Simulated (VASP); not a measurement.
# SrB (Cmcm) in VASP: single point with PBE

Aim: the single point of SrB with PBE.

All numbers are computed with VASP 6.6.1; they aren't measurements. Logs are shortened: lines on timing, memory, paths and dates and some standing lists are left out, and cuts for length are marked.

**1. The cell of the first run**

The structure is orthorhombic, space group Cmcm (No. 63). Conventional cell: a = 4.470 Å, b = 10.487 Å, c = 3.739 Å, α = 90.00°, β = 90.00°, γ = 90.00°. Within 3.7 Å of Sr (site symmetry m2m) lie 7 B at 2.85 to 3.48 Å and 6 Sr at 3.51 to 3.69 Å. B (site symmetry m2m) has 2 B at 1.95 Å within 2.6 Å.

**2. Single point, PBE**

INCAR reads:

```
PREC = Accurate ; ENCUT = 520
EDIFF = 1E-6 ; ISMEAR = 1
SIGMA = 0.0103 ; LREAL = F
LASPH = T ; NELM = 80
ALGO = Normal ; ISIF = 2
LWAVE = F ; LCHARG = F
GGA = PE ; NBANDS = 21
```

KPOINTS reads:

```
Automatic mesh
0
Gamma
  6 6 6
```

POSCAR reads:

```
SrB
1.0
    4.4704880000      0.0000000000      0.0000000000
    2.2352440000     -5.2433370000      0.0000000000
    0.0000000000      0.0000000000     -3.7392900000
Sr B
2 2
Direct
    0.3580970924      0.2838058151      0.7500000000
    0.6419029076      0.7161941849      0.2500000000
    0.0260753740      0.9478492520      0.7500000000
    0.9739246260      0.0521507480      0.2500000000
```

Potentials or basis: VASP PAW PBE potentials, release 64 (Sr_sv, B).

Command:

```sh
cat potpaw_PBE.64/Sr_sv/POTCAR potpaw_PBE.64/B/POTCAR > POTCAR
mpirun -np 1 vasp_std > vasp.out
```

OUTCAR:

```text
PREC = Accurate
   ENCUT = 520
   EDIFF = 1E-6
   ISMEAR = 1
   LREAL = F
   LASPH = T
   NELM = 80
   ISIF = 2
   GGA = PE

 ion  position               nearest neighbor table
   1  0.358  0.284  0.750-   3 2.85   3 2.85   4 3.16   4 3.16   4 3.16   4 3.16   3 3.48   2 3.51
                             2 3.51   2 3.69   2 3.69   2 3.69   2 3.69
   2  0.642  0.716  0.250-   4 2.85   4 2.85   3 3.16   3 3.16   3 3.16   3 3.16   4 3.48   1 3.51
                             1 3.51   1 3.69   1 3.69   1 3.69   1 3.69
   3  0.026  0.948  0.750-   4 1.95   4 1.95   1 2.85   1 2.85   2 3.16   2 3.16   2 3.16   2 3.16
                             1 3.48
   4  0.974  0.052  0.250-   3 1.95   3 1.95   2 2.85   2 2.85   1 3.16   1 3.16   1 3.16   1 3.16
                             2 3.48

  LATTYP: Found a base centered orthorhombic cell.
 ALAT       =     4.4704880000
 B/A-ratio  =     2.3457559891
 C/A-ratio  =     0.8364388854

  Lattice vectors:

 A1 = (   2.2352440000,   5.2433370000,   0.0000000000)
 A2 = (   2.2352440000,  -5.2433370000,   0.0000000000)
 A3 = (   0.0000000000,   0.0000000000,  -3.7392900000)

Analysis of symmetry for initial positions (statically):
=====================================================================
 Subroutine PRICEL returns:
 Original cell was already a primitive cell.

 Routine SETGRP: Setting up the symmetry group for a
 base centered orthorhombic supercell.

 Subroutine GETGRP returns: Found  8 space group operations
 (whereof  4 operations were pure point group operations)
 out of a pool of  8 trial point group operations.

The static configuration has the point symmetry C_2h.
 The point group associated with its full space group is D_2h.

Analysis of symmetry for dynamics (positions and initial velocities):
=====================================================================
 Subroutine PRICEL returns:
 Original cell was already a primitive cell.

 Routine SETGRP: Setting up the symmetry group for a
 base centered orthorhombic supercell.

 Subroutine GETGRP returns: Found  8 space group operations
 (whereof  4 operations were pure point group operations)
 out of a pool of  8 trial point group operations.

The dynamic configuration has the point symmetry C_2h.
 The point group associated with its full space group is D_2h.

 Subroutine INISYM returns: Found  8 space group operations
 (whereof  4 operations are pure point group operations),
 and found     1 'primitive' translations

----------------------------------------------------------------------------------------

                                     Primitive cell

[... 98 lines left out ...]
   IBRION =     -1    ionic relax: 0-MD 1-quasi-New 2-CG
   NFREE  =      0    steps in history (QN), initial steepest desc. (CG)
   ISIF   =      2    stress and relaxation
   ISYM   =      2    0-nonsym 1-usesym 2-fastsym
   POTIM  = 0.5000    time-step for ionic-motion
   TEBEG  =    0.0;   TEEND  =   0.0 temperature during run
   PSTRESS=    0.0 pullay stress
   NELECT =      26.0000    total number of electrons
   NUPDOWN=      -1.0000    fix difference up-down
   EMIN   =  10.00;   EMAX   =-10.00  energy-range for DOS
   EFERMI =   0.00;   METHOD = LEGACY
   ISMEAR =     1;   SIGMA  =   0.01  broadening in eV -4-tet -1-fermi 0-gaus
   EFERMI_NEDOS =   21; number of points for ismear=-14 and -15
   IALGO  =     38    algorithm
   IMIX   =      4    mixing-type and parameters
     AMIX     =   0.40;   BMIX     =  1.00
     AMIX_MAG =   1.60;   BMIX_MAG =  1.00
  volume/ion in A,a.u.               =      21.91       147.87
  Fermi-wavevector in a.u.,A,eV,Ry     =   1.091814  2.063229 16.218931  1.192058
  Thomas-Fermi vector in A             =   2.228067
   LORBIT       =      0    0 simple, 1 ext, 2 COOP (PROOUT), +10 PAW based schemes
   GGA     = PE    functional components
   LHFCALC =     F    Hartree Fock is set to
   AEXX    =    0.0000 exact exchange contribution
   IVDW    =     0    specifies the selected vdW correction
   LEPSILON=     F    determine dielectric tensor
   LRPA    =     F    only Hartree local field effects (RPA)
 non-spin polarized calculation
 Methfessel and Paxton  Order N= 1 SIGMA  =   0.01
  energy-cutoff  :      520.00
  volume of cell :       87.65
 maximum number of plane-waves:      2380
 NGX is ok and might be reduce to    36
   NGX = 17   NGY = 21   NGZ = 13

 number of electron      26.0000000 magnetization

 Free energy of the ion-electron system (eV)
  ---------------------------------------------------
  ext. energy  EPLUGINS =         0.00000000
  ---------------------------------------------------
  free energy    TOTEN  =       -15.01554313 eV

  energy without entropy =      -15.01555159  energy(sigma->0) =      -15.01554595

 E-fermi :   3.4338     XC(G=0):  -9.3132

 val. band max:        3.4277666703   @ k =  -0.1667   0.1667   0.3333
 cond. band min:       3.4526624284   @ k =  -0.1667   0.3333   0.3333
 fundamental gap:      0.0248957581
 Fermi energy:         3.4337737829

 k-point     1 :       0.0000    0.0000    0.0000
  band No.  band energies     occupation
      1     -32.1590      2.00000
      2     -32.0377      2.00000
      3     -14.6219      2.00000
      4     -14.1932      2.00000
      5     -14.1530      2.00000
      6     -14.0376      2.00000
[... 565 lines left out ...]
     20       7.7850      0.00000
     21       8.5187      0.00000

 [... further k-points ...]

------------------------ aborting loop because EDIFF is reached ----------------------------------------

  FORCE on cell =-STRESS in cart. coord.  units (eV):
  Direction    XX          YY          ZZ          XY          YZ          ZX
  --------------------------------------------------------------------------------------
  -------------------------------------------------------------------------------------
  Total        0.6054881      1.0773777     -8.0477577      0.0000000      0.0000000      0.0000000
  in kB       11.0678765     19.6936720   -147.1070954      0.0000000      0.0000000      0.0000000
  external PRESSURE =     -38.7818490 kB  Pullay stress =       0.0000000 kB

 VOLUME and BASIS-vectors are now :
 -----------------------------------------------------------------------------
  energy-cutoff  :      520.00
  volume of cell :       87.65
      direct lattice vectors                 reciprocal lattice vectors
     4.470488000  0.000000000  0.000000000     0.223689226  0.095359120  0.000000000
     2.235244000 -5.243337000  0.000000000     0.000000000 -0.190718239  0.000000000
     0.000000000  0.000000000 -3.739290000     0.000000000  0.000000000 -0.267430448

 POSITION                                       TOTAL-FORCE (eV/Angst)
 -----------------------------------------------------------------------------------
      2.23524     -1.48809     -2.80447        -0.000000     -0.015250      0.000000
      4.47049     -3.75525     -0.93482         0.000000      0.015250      0.000000
      2.23524     -4.96989     -2.80447        -0.000000      0.000649      0.000000
      4.47049     -0.27344     -0.93482         0.000000     -0.000649     -0.000000
 -----------------------------------------------------------------------------------
    total drift:                                0.000000     -0.000000      0.000000

  FREE ENERGIE OF THE ION-ELECTRON SYSTEM (eV)
  ---------------------------------------------------
  free  energy   TOTEN  =       -15.0155431259 eV

  energy  without entropy=      -15.0155515928  energy(sigma->0) =      -15.01554595
```

OSZICAR:

```text
N       E                     dE             d eps       ncg     rms          rms(c)
DAV:   1     0.115546915924E+03    0.11555E+03   -0.12455E+04  2184   0.111E+03
DAV:   2    -0.769283414733E+01   -0.12324E+03   -0.11995E+03  2663   0.240E+02
DAV:   3    -0.165494536476E+02   -0.88566E+01   -0.87719E+01  3753   0.485E+01
DAV:   4    -0.167411810632E+02   -0.19173E+00   -0.19131E+00  2969   0.659E+00
DAV:   5    -0.167457383832E+02   -0.45573E-02   -0.45569E-02  3309   0.813E-01    0.220E+01
DAV:   6    -0.150101604966E+02    0.17356E+01   -0.51462E+00  2652   0.766E+00    0.169E+01
DAV:   7    -0.150172109254E+02   -0.70504E-02   -0.54013E-01  3310   0.292E+00    0.851E+00
DAV:   8    -0.150162534331E+02    0.95749E-03   -0.58597E-02  2949   0.144E+00    0.631E-01
DAV:   9    -0.150153687447E+02    0.88469E-03   -0.58294E-03  3001   0.390E-01    0.215E-01
DAV:  10    -0.150155251518E+02   -0.15641E-03   -0.53577E-04  2682   0.153E-01    0.610E-02
DAV:  11    -0.150155370936E+02   -0.11942E-04   -0.35591E-05  3050   0.344E-02    0.177E-02
DAV:  12    -0.150155433976E+02   -0.63039E-05   -0.10886E-05  3073   0.212E-02    0.753E-03
DAV:  13    -0.150155431259E+02    0.27163E-06   -0.45943E-07  1836   0.420E-03
   1 F= -.15015543E+02 E0= -.15015546E+02  d E =0.846688E-05
```

Wall time 1.9 min (1 thread of Intel Xeon Platinum 8259CL at 2.50GHz (Skylake/Cascade Lake), shared host); peak memory 0.24 GiB.

Results:

```yaml
Free_energy: -15.0155 eV
Pressure: -3.9 GPa
Largest_force: 0.015 eV/Å
Band_gap_on_the_k_mesh: zero (band 13 reaches 3.80 eV, above the bottom of band 14 at 2.50 eV)
```

Forces in eV/Å, atoms in the order of the input:
```
Sr   0.000 -0.015  0.000
Sr   0.000  0.015  0.000
B    0.000  0.001  0.000
B    0.000 -0.001  0.000
```

Levels at points of the mesh, in eV from the Fermi level:
```csv
k point,band 11,band 12,band 13,band 14,band 15,band 16
"(0.00, 0.00, 0.00)",-2.41,-2.04,-1.16,-0.51,2.19,2.19
"(0.50, 0.00, 0.00)",-2.59,-2.22,-0.88,0.81,1.12,1.73
"(0.00, 0.50, 0.00)",-2.47,-1.98,-0.08,0.42,0.86,2.32
"(0.00, 0.00, 0.50)",-1.00,-1.00,-0.93,-0.93,0.79,0.79
"(0.50, 0.00, 0.50)",-1.36,-1.36,-0.76,-0.76,1.06,1.06
"(0.00, 0.50, 0.50)",-1.42,-1.42,-0.41,-0.41,1.63,1.63
```
